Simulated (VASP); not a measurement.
# Hf (I4/mmm) in VASP: further runs

Hf is run at these levels: LDA; tasks: single point.

Everything below comes from runs of VASP 6.6.1. Logs are shortened: lines on timing, memory, paths and dates and some standing lists are left out, and cuts for length are marked.

## (1) The cell of the first run

Symmetry: I4/mmm, No. 139, tetragonal system. Conventional cell: a = 3.045 Å, b = 3.045 Å, c = 4.440 Å, α = 90.00°, β = 90.00°, γ = 90.00°. Hf (site symmetry 4/mmm) has 12 Hf at 3.05 to 3.09 Å within 4.0 Å.

## (2) Single point, LDA (equal xx and yy strain of -3 %)

INCAR reads:

```
PREC     = Accurate       # precision mode
ENCUT    = 520            # plane-wave cutoff, eV
EDIFF    = 1E-6           # SCF threshold, eV
ISMEAR   = -1             # smearing method
SIGMA    = 0.03           # smearing width, eV
LREAL    = F              # projectors in reciprocal space
LASPH    = T              # aspherical terms in the spheres
NELM     = 80             # most SCF steps
ALGO     = Normal         # electronic algorithm
ISIF     = 2              # what is computed and relaxed
LWAVE    = F              # write WAVECAR
LCHARG   = F              # write CHGCAR
GGA      = CA             # functional
NBANDS   = 11             # bands
```

KPOINTS reads:

```
regular mesh
0
Gamma
  13 13 13
```

POSCAR reads:

```
Hf
1.0
    0.0000000000      2.1534000000      2.2200000000
    2.1534000000      0.0000000000      2.2200000000
    2.1534000000      2.1534000000      0.0000000000
Hf
1
Direct
    0.0000000000      0.0000000000      0.0000000000
```

Potentials or basis: VASP PAW LDA potentials, release 64 (Hf_pv).

Command:

```
cat potpaw_LDA.64/Hf_pv/POTCAR > POTCAR
mpirun -np 1 vasp_std > vasp.out
```

OUTCAR:

```text
PREC = Accurate
   ENCUT = 520
   EDIFF = 1E-6
   ISMEAR = -1
   LREAL = F
   LASPH = T
   NELM = 80
   ISIF = 2
   GGA = CA

 ion  position               nearest neighbor table
   1  0.000  0.000  0.000-

  LATTYP: Found a body centered tetragonal cell.
 ALAT       =     3.0453674852
 C/A-ratio  =     1.4579521262

  Lattice vectors:

 A1 = (  -2.1534000000,   0.0000000000,   2.2200000000)
 A2 = (   2.1534000000,   0.0000000000,   2.2200000000)
 A3 = (   0.0000000000,   2.1534000000,  -2.2200000000)

Analysis of symmetry for initial positions (statically):
=====================================================================
 Subroutine PRICEL returns:
 Original cell was already a primitive cell.

 Routine SETGRP: Setting up the symmetry group for a
 body centered tetragonal supercell.

 Subroutine GETGRP returns: Found 16 space group operations
 (whereof 16 operations were pure point group operations)
 out of a pool of 16 trial point group operations.

The static configuration has the point symmetry D_4h.

Analysis of symmetry for dynamics (positions and initial velocities):
=====================================================================
 Subroutine PRICEL returns:
 Original cell was already a primitive cell.

 Routine SETGRP: Setting up the symmetry group for a
 body centered tetragonal supercell.

 Subroutine GETGRP returns: Found 16 space group operations
 (whereof 16 operations were pure point group operations)
 out of a pool of 16 trial point group operations.

The dynamic configuration has the point symmetry D_4h.

 Subroutine INISYM returns: Found 16 space group operations
 (whereof 16 operations are pure point group operations),
 and found     1 'primitive' translations

----------------------------------------------------------------------------------------

                                     Primitive cell

  volume of cell :      20.5889

  direct lattice vectors                    reciprocal lattice vectors
     0.000000000  2.153400000  2.220000000    -0.232190954  0.232190954  0.225225225
     2.153400000  0.000000000  2.220000000     0.232190954 -0.232190954  0.225225225
     2.153400000  2.153400000  0.000000000     0.232190954  0.232190954 -0.225225225

  length of vectors
     3.092819355  3.092819355  3.045367485     0.398185485  0.398185485  0.398185485

  position of ions in fractional coordinates (direct lattice)
     0.000000000  0.000000000  0.000000000

[... 74 lines left out ...]
   NELM   =     80;   NELMIN=  2; NELMDL= -5     # of ELM steps
   EDIFF  = 0.1E-05   stopping-criterion for ELM
   LREAL  =      F    real-space projection
   EDIFFG = 0.1E-04   stopping-criterion for IOM
   NSW    =      0    number of steps for IOM
   IBRION =     -1    ionic relax: 0-MD 1-quasi-New 2-CG
   NFREE  =      0    steps in history (QN), initial steepest desc. (CG)
   ISIF   =      2    stress and relaxation
   ISYM   =      2    0-nonsym 1-usesym 2-fastsym
   POTIM  = 0.5000    time-step for ionic-motion
   TEBEG  =    0.0;   TEEND  =   0.0 temperature during run
   PSTRESS=    0.0 pullay stress
   NELECT =      10.0000    total number of electrons
   NUPDOWN=      -1.0000    fix difference up-down
   EMIN   =  10.00;   EMAX   =-10.00  energy-range for DOS
   EFERMI =   0.00;   METHOD = LEGACY
   ISMEAR =    -1;   SIGMA  =   0.03  broadening in eV -4-tet -1-fermi 0-gaus
   EFERMI_NEDOS =   21; number of points for ismear=-14 and -15
   IALGO  =     38    algorithm
   IMIX   =      4    mixing-type and parameters
     AMIX     =   0.40;   BMIX     =  1.00
     AMIX_MAG =   1.60;   BMIX_MAG =  1.00
  volume/ion in A,a.u.               =      20.59       138.94
  Fermi-wavevector in a.u.,A,eV,Ry     =   1.286858  2.431809 22.531303  1.656004
  Thomas-Fermi vector in A             =   2.418907
   LORBIT       =      0    0 simple, 1 ext, 2 COOP (PROOUT), +10 PAW based schemes
   GGA     = CA    functional components
   LHFCALC =     F    Hartree Fock is set to
   AEXX    =    0.0000 exact exchange contribution
   IVDW    =     0    specifies the selected vdW correction
   LEPSILON=     F    determine dielectric tensor
   LRPA    =     F    only Hartree local field effects (RPA)
 non-spin polarized calculation
  energy-cutoff  :      520.00
  volume of cell :       20.59
 maximum number of plane-waves:       564
   NGX = 11   NGY = 11   NGZ = 11

 number of electron      10.0000002 magnetization

 Free energy of the ion-electron system (eV)
  ---------------------------------------------------
  ext. energy  EPLUGINS =         0.00000000
  ---------------------------------------------------
  free energy    TOTEN  =       -10.62913955 eV

  energy without entropy =      -10.62465991  energy(sigma->0) =      -10.62689973

 E-fermi :   5.2294     XC(G=0): -11.8555

 val. band max:        5.2204283307   @ k =  -0.3077   0.3846   0.2308
 cond. band min:       5.2334356130   @ k =   0.3846   0.0000   0.0769
 fundamental gap:      0.0130072823
 Fermi energy:         5.2294007061

 k-point     1 :       0.0000    0.0000    0.0000
  band No.  band energies     occupation
      1     -24.3515      2.00000
      2     -24.3485      2.00000
      3     -24.3485      2.00000
      4      -2.2011      2.00000
      5       6.3190      0.00000
      6       6.7061      0.00000
      7       6.7061      0.00000
      8       9.3309      0.00000
      9       9.9144      0.00000
     10      16.9258      0.00000
     11      17.6033      0.00000
[... 309 lines left out ...]
 k-point    24 :       0.4615    0.1538    0.0000
  band No.  band energies     occupation
      1     -25.2944      2.00000
      2     -24.6339      2.00000
      3     -24.5242      2.00000
      4       1.9116      2.00000
      5       4.7889      2.00000
      6       5.7276      0.00000
      7       7.4064      0.00000
      8      11.7678      0.00000
      9      12.0309      0.00000
     10      15.6468      0.00000
     11      17.6149      0.00000

 [... further k-points ...]
[... 5 lines left out ...]
  --------------------------------------------------------------------------------------
  -------------------------------------------------------------------------------------
  Total        0.1921121      0.1921121      0.0425891      0.0000000      0.0000000     -0.0000000
  in kB       14.9497158     14.9497158      3.3141811      0.0000000      0.0000000     -0.0000000
  external PRESSURE =      11.0712043 kB  Pullay stress =       0.0000000 kB

 VOLUME and BASIS-vectors are now :
 -----------------------------------------------------------------------------
  energy-cutoff  :      520.00
  volume of cell :       20.59
      direct lattice vectors                 reciprocal lattice vectors
     0.000000000  2.153400000  2.220000000    -0.232190954  0.232190954  0.225225225
     2.153400000  0.000000000  2.220000000     0.232190954 -0.232190954  0.225225225
     2.153400000  2.153400000  0.000000000     0.232190954  0.232190954 -0.225225225

 POSITION                                       TOTAL-FORCE (eV/Angst)
 -----------------------------------------------------------------------------------
      0.00000      0.00000      0.00000        -0.000000     -0.000000     -0.000000
 -----------------------------------------------------------------------------------
    total drift:                               -0.000000      0.000000      0.000000

  FREE ENERGIE OF THE ION-ELECTRON SYSTEM (eV)
  ---------------------------------------------------
  free  energy   TOTEN  =       -10.6291395487 eV

  energy  without entropy=      -10.6246599059  energy(sigma->0) =      -10.62689973
```

stdout:

```text
POSCAR found type information on POSCAR Hf
 POSCAR found :  1 types and       1 ions
 scaLAPACK will be used
 LDA part: xc-table for (Slater(with rela. corr.)+CA(PZ))
 , standard interpolation
 POSCAR, INCAR and KPOINTS ok, starting setup
 FFT: planning ... GRIDC
 FFT: planning ... GRID_SOFT
 FFT: planning ... GRID
 WAVECAR not read
 entering main loop
```

Run time: 9.2 s. Hardware: 1 thread of Intel Xeon 6975P-C (Granite Rapids), shared host; peak memory 0.16 GiB.

What came out:

```
Free energy            : -10.6291 eV
Pressure               : 1.1 GPa
Band gap on the k mesh : zero (band 5 reaches 6.33 eV, above the bottom of band 6 at 4.50 eV)
```

Levels at points of the mesh, in eV from the Fermi level:
```tsv
k point	band 3	band 4	band 5	band 6	band 7	band 8
(0.00, 0.00, 0.00)	-29.58	-7.43	1.09	1.48	1.48	4.10
```

Caveat: the cell differs from its parent crystal (equal xx and yy strain of -3 %); spin-orbit coupling is left out, which moves the levels of the heavy elements.

## (3) Single point, LDA (zz strain of -3 %)

INCAR reads:

```
SYSTEM = Hf
ALGO     = Normal         ! electronic algorithm
EDIFF    = 1E-7           ! SCF threshold, eV
ENCUT    = 520            ! plane-wave cutoff, eV
ISIF     = 2              ! what is computed and relaxed
ISMEAR   = -1             ! smearing method
LASPH    = .TRUE.         ! aspherical terms in the spheres
LCHARG   = .FALSE.        ! write CHGCAR
LREAL    = .FALSE.        ! projectors in reciprocal space
LWAVE    = .FALSE.        ! write WAVECAR
NBANDS   = 11             ! bands
NELM     = 60             ! most SCF steps
PREC     = Accurate       ! precision mode
SIGMA    = 0.03           ! smearing width, eV
```

KPOINTS reads:

```
k-points
0
G
  13 13 13
  0 0 0
```

POSCAR reads:

```
Hf
1.0
    0.0000000000      2.2200000000      2.1534000000
    2.2200000000      0.0000000000      2.1534000000
    2.2200000000      2.2200000000      0.0000000000
Hf
1
Direct
    0.0000000000      0.0000000000      0.0000000000
```

Potentials or basis: VASP PAW LDA potentials, release 64 (Hf_pv).

Command:

```
cat potpaw_LDA.64/Hf_pv/POTCAR > POTCAR
mpirun -np 1 vasp_std > vasp.out
```

OUTCAR:

```text
SYSTEM = Hf
   EDIFF = 1E-7
   ENCUT = 520
   ISIF = 2
   ISMEAR = -1
   LASPH = .TRUE.
   LREAL = .FALSE.
   NELM = 60
   PREC = Accurate

 ion  position               nearest neighbor table
   1  0.000  0.000  0.000-

  LATTYP: Found a body centered tetragonal cell.
 ALAT       =     3.1395541085
 C/A-ratio  =     1.3717871555

  Lattice vectors:

 A1 = (   0.0000000000,  -2.2200000000,  -2.1534000000)
 A2 = (   0.0000000000,   2.2200000000,  -2.1534000000)
 A3 = (   2.2200000000,   0.0000000000,   2.1534000000)

[... 505 lines left out ...]
      4       1.7946      2.00000
      5       4.5722      2.00000
      6       5.7718      0.00000
      7       6.7531      0.00000
      8      11.2159      0.00000
      9      11.7584      0.00000
     10      15.1419      0.00000
     11      17.2848      0.00000

 [... further k-points ...]
[... 5 lines left out ...]
  --------------------------------------------------------------------------------------
  -------------------------------------------------------------------------------------
  Total       -0.3474566     -0.3474566     -0.2366939      0.0000000      0.0000000      0.0000000
  in kB      -26.2271128    -26.2271128    -17.8663997      0.0000000      0.0000000      0.0000000
  external PRESSURE =     -23.4402085 kB  Pullay stress =       0.0000000 kB

 VOLUME and BASIS-vectors are now :
 -----------------------------------------------------------------------------
  energy-cutoff  :      520.00
  volume of cell :       21.23
      direct lattice vectors                 reciprocal lattice vectors
     0.000000000  2.220000000  2.153400000    -0.225225225  0.225225225  0.232190954
     2.220000000  0.000000000  2.153400000     0.225225225 -0.225225225  0.232190954
     2.220000000  2.220000000  0.000000000     0.225225225  0.225225225 -0.232190954

 POSITION                                       TOTAL-FORCE (eV/Angst)
 -----------------------------------------------------------------------------------
      0.00000      0.00000      0.00000         0.000000     -0.000000      0.000000
 -----------------------------------------------------------------------------------
    total drift:                               -0.000000      0.000000     -0.000000

  FREE ENERGIE OF THE ION-ELECTRON SYSTEM (eV)
  ---------------------------------------------------
  free  energy   TOTEN  =       -10.6271999900 eV

  energy  without entropy=      -10.6232194015  energy(sigma->0) =      -10.62520970
```

stdout:

```text
POSCAR found type information on POSCAR Hf
 POSCAR found :  1 types and       1 ions
 scaLAPACK will be used
 LDA part: xc-table for (Slater(with rela. corr.)+CA(PZ))
 , standard interpolation
 POSCAR, INCAR and KPOINTS ok, starting setup
 FFT: planning ... GRIDC
 FFT: planning ... GRID_SOFT
 FFT: planning ... GRID
 WAVECAR not read
 entering main loop
```

Wall time 11 s (1 thread of Intel Xeon 6975P-C (Granite Rapids), shared host); peak memory 0.15 GiB.

What came out:

```yaml
Free_energy: -10.6272 eV
Pressure: -2.3 GPa
Band_gap_on_the_k_mesh: zero (band 5 reaches 6.22 eV, above the bottom of band 6 at 4.33 eV)
```

Caveat: the cell differs from its parent crystal (zz strain of -3 %); spin-orbit coupling is left out, which moves the levels of the heavy elements.
